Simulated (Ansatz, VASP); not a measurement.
# BN: VASP beside Ansatz

The input INCAR:

```
PREC = Accurate ; ENCUT = 520
EDIFF = 1E-6 ; ISMEAR = 0
SIGMA = 0.05 ; LREAL = F
LASPH = T ; NELM = 80
ALGO = Normal ; ISIF = 2
LWAVE = F ; LCHARG = T
GGA = PE ; IVDW = 12
LELF = T ; LVHAR = T
NBANDS = 16
```

The input KPOINTS:

```
Automatic mesh
0
Gamma
  12 12 4
```

The input POSCAR:

```
BN
1.0
    2.5061233057      0.0000000000      0.0000000000
   -1.2530616528      2.1703664477      0.0000000000
    0.0000000000      0.0000000000      6.5973571420
B N
2 2
Direct
   -0.0442321619     -0.0884643237      0.5000000000
    0.3333333333      0.6666666667      0.0000000000
    0.0000000000      0.0000000000      0.0000000000
    0.6666666667      0.3333333333      0.5000000000
```

Input for Ansatz:

```yaml
crystal:
  lattice:
    - [2.5061233057, 0.0, 0.0]
    - [-1.2530616528, 2.1703664477, 0.0]
    - [0.0, 0.0, 6.597357142]
  atoms:
    - { symbol: B, position: [-0.0442321619, -0.0884643237, 0.5] }
    - { symbol: B, position: [0.3333333333, 0.6666666667, 0.0] }
    - { symbol: "N", position: [0.0, 0.0, 0.0] }
    - { symbol: "N", position: [0.6666666667, 0.3333333333, 0.5] }
basis:
  ecutwfc: 420
kpoints:
  mp_grid: { grid: [12, 12, 4] }
hamiltonian:
  xc: pbe
  dispersion: d3bj
scf:
  occupations: { method: gaussian, width: 0.05 }
output:
  forces: true
  stress: true
  eigenvalues: true
```

Alike in both runs: task single point; functional PBE; dispersion D3(BJ); k mesh 12 × 12 × 4; occupations gaussian, width 0.05 eV; no spin polarisation.

```csv
,VASP,Ansatz
version,VASP 6.6.1,Ansatz 0.2.0
potentials or method,"VASP PAW PBE potentials, release 64 (B, N), cutoff 520 eV","scalar-relativistic, plane waves, PAW"
valence electrons in the cell,16,16
```

```tsv
	VASP	Ansatz	Ansatz less VASP
gap on the k mesh at the Fermi level (eV)	2.96	2.97	+0.008
least direct gap on the mesh (eV)	4.15	4.16	+0.008
pressure (GPa)	8.7	8.7	-0.02
traceless stress, the component that is largest in VASP (GPa)	21.16	21.05	-0.108
rms of the force components (eV/Å)	4.440	4.440	0.0000
```

Atom by atom the forces differ by 0.000 eV/Å (rms over components).
